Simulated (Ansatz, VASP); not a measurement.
One calculation of AlO2, two programs

INCAR

```
SYSTEM = AlO2
ALGO = Normal ; EDIFF = 1E-7
ENCUT = 520 ; GGA = PE
ISIF = 2 ; ISMEAR = 0
ISPIN = 2 ; LASPH = .TRUE.
LCHARG = .FALSE. ; LORBIT = 11
LREAL = .FALSE. ; LWAVE = .FALSE.
MAGMOM = 0 0 1 1 1 1 ; NBANDS = 28
NELM = 150 ; PREC = Accurate
SIGMA = 0.1
```

KPOINTS

```
k-points
0
G
  4 4 4
  0 0 0
```

Contents of POSCAR:

```
AlO2
1.0
    4.0785518473      0.0000000000      0.0000000000
    0.0000000000      4.0785518473      0.0000000000
    0.0000000000      0.0000000000      4.0785518473
Al O
2 4
Direct
    0.0000000000      0.0000000000      0.0000000000
    0.5000000000      0.5000000000      0.5000000000
    0.7500000000      0.2500000000      0.7500000000
    0.2500000000      0.7500000000      0.7500000000
    0.2500000000      0.2500000000      0.2500000000
    0.7500000000      0.7500000000      0.2500000000
```

Input for Ansatz:

```yaml
crystal:
  lattice:
    - [4.0785518473, 0.0, 0.0]
    - [0.0, 4.0785518473, 0.0]
    - [0.0, 0.0, 4.0785518473]
  atoms:
    - { symbol: Al, position: [0.0, 0.0, 0.0] }
    - { symbol: Al, position: [0.5, 0.5, 0.5] }
    - { symbol: O, position: [0.75, 0.25, 0.75], spin: 1.0 }
    - { symbol: O, position: [0.25, 0.75, 0.75], spin: 1.0 }
    - { symbol: O, position: [0.25, 0.25, 0.25], spin: 1.0 }
    - { symbol: O, position: [0.75, 0.75, 0.25], spin: 1.0 }
basis:
  ecutwfc: 420
kpoints:
  mp_grid: { grid: [4, 4, 4] }
hamiltonian:
  xc: pbe
scf:
  occupations: { method: gaussian, width: 0.1 }
  lower_state_search: "off"
output:
  forces: true
  stress: true
  eigenvalues: true
  populations: true
magnetization:
  spin_polarized: true
```

Alike in both runs: task single point; functional PBE; k mesh 4 × 4 × 4; occupations gaussian, width 0.1 eV; collinear spin.

|  | VASP | Ansatz |
| --- | --- | --- |
| version | VASP 6.6.1 | Ansatz 0.2.0 |
| potentials or method | VASP PAW PBE potentials, release 64 (Al, O), cutoff 520 eV | scalar-relativistic, plane waves, PAW |
| valence electrons in the cell | 30 | 30 |

|  | VASP | Ansatz | Ansatz less VASP |
| --- | --- | --- | --- |
| gap on the k mesh at the Fermi level (eV) | none | none | - |
| pressure (GPa) | 0.3 | 0.5 | +0.17 |
| net moment per atom (μB) | 0.33 | 0.33 | 0.000 |

A gap of «none» marks a metal or a gap that the smearing closes. The functional is the same, so the differences come from potentials, cutoffs and numerics.

The k mesh is coarse, so the values compare programs but aren't converged.
